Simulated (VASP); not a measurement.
Wanted: the native input for a VASP 6.6.1 run.

```yaml
Task: relaxation of cell and atoms
Functional: PBE
Potentials_or_basis: VASP PAW PBE potentials, release 64 (Cu, Mo_sv)
Cutoff: 600 eV
k_mesh: 6 × 6 × 2
Occupations: gaussian, width 0.2 eV
Spin: no spin polarisation
Dipole_correction: no
Further_INCAR_settings: ALGO = Normal; EDIFF = 1e-06; IBRION = 2; EDIFFG = -0.08; NSW = 36; ISIF = 3
```

The structure of Cu5Mo lies in POSCAR:

```
Cu5Mo
1.0
    2.9841480700      0.0000000000      0.0000000000
   -1.4920740400      2.5843480400      0.0000000000
    0.0000000000      0.0000000000     14.1543104200
Cu Mo
5 1
Direct
    0.6666666700      0.3333333300      0.8533704300
    0.0000000000      0.0000000000      0.6760535800
    0.6666666700      0.3333333300      0.5000000000
    0.0000000000      0.0000000000      0.3239464200
    0.6666666700      0.3333333300      0.1466295700
    0.0000000000      0.0000000000      0.0000000000
```

These files were run (other wordings do the same):

INCAR

```
PREC = Accurate
ENCUT = 600
EDIFF = 1E-6
ISMEAR = 0
SIGMA = 0.2
LREAL = F
LASPH = T
NELM = 80
ALGO = Normal
ISIF = 3
LWAVE = F
LCHARG = F
GGA = PE
IBRION = 2
NSW = 36
EDIFFG = -0.08
```

KPOINTS

```
Automatic mesh
0
Gamma
  6 6 2
```

Potentials or basis: VASP PAW PBE potentials, release 64 (Cu, Mo_sv).

Run with:

```bash
$ cat potpaw_PBE.64/Cu/POTCAR potpaw_PBE.64/Mo_sv/POTCAR > POTCAR
$ mpirun -np 1 vasp_std > vasp.out
```

It gave:

* Relaxed volume: 12.89 Å³/atom
* Relaxed cell: a = 2.650 Å, b = 2.650 Å, c = 12.720 Å, α = 90.00°, β = 90.00°, γ = 120.00°
* Space group after relaxing (to 0.05 Å): P-6m2 (No. 187)
* Energy gained by relaxing: 524.5 meV/atom
* Ionic steps: 13
* Pressure after relaxing: -0.4 GPa
* Largest force after relaxing: 0.010 eV/Å

Caveat: the k points lie up to 0.46 Å⁻¹ apart in the final cell; the volume moved by over 15 % at a fixed basis, so the end points are rough; the relaxation stopped at a loose force limit of 0.08 eV/Å, so its end isn't a converged minimum.

Wall time 9.9 min on 1 thread of Intel(R) Xeon(R) 6975P-C (Granite Rapids), with other jobs on the host, peak memory 0.3 GiB.
